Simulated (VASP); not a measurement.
Lu:

```
CELL_PARAMETERS angstrom
1.94500 1.94500 1.94500
-1.94500 1.94500 1.94500
-1.94500 -1.94500 1.94500
ATOMIC_POSITIONS crystal
Lu 0.00000 0.00000 0.00000
```

This isn't the form of Lu at room conditions, which is hcp.

- Program: VASP 6.6.1
- Task: relaxation of cell and atoms
- Functional: PBEsol
- Potentials or basis: VASP PAW PBE potentials, release 64 (Lu)
- Cutoff: 600 eV
- k mesh: 9 × 9 × 9
- Occupations: fermi-dirac, width 0.1 eV
- Spin: no spin polarisation

At the start: pressure -2.0 GPa; volume 29.43 Å³/atom.

Q: Where does the relaxation end?

A: Over 3 steps the energy falls by 8.4 meV/atom and the volume is 28.11 Å³/atom (-4.5 %); space group Im-3m (No. 229, to 0.1 Å) before and after.

The path:
```
step  energy change (eV)  largest force (eV/Å)  pressure (GPa)  volume (Å³)
   1              0.0000                0.0000           -1.96        29.43
   2             -0.0082                0.0000            0.30        27.93
   3             -0.0084                0.0000            0.00        28.11
```

Final structure:
```xyz
1
Lattice="1.9153 1.9153 1.9153 -1.9153 1.9153 1.9153 -1.9153 -1.9153 1.9153" Properties=species:S:1:pos:R:3 pbc="T T T"
Lu    0.0000    0.0000    0.0000
```

Caveat: the PAW data sets were made with another functional, which shifts forces and pressure a little.
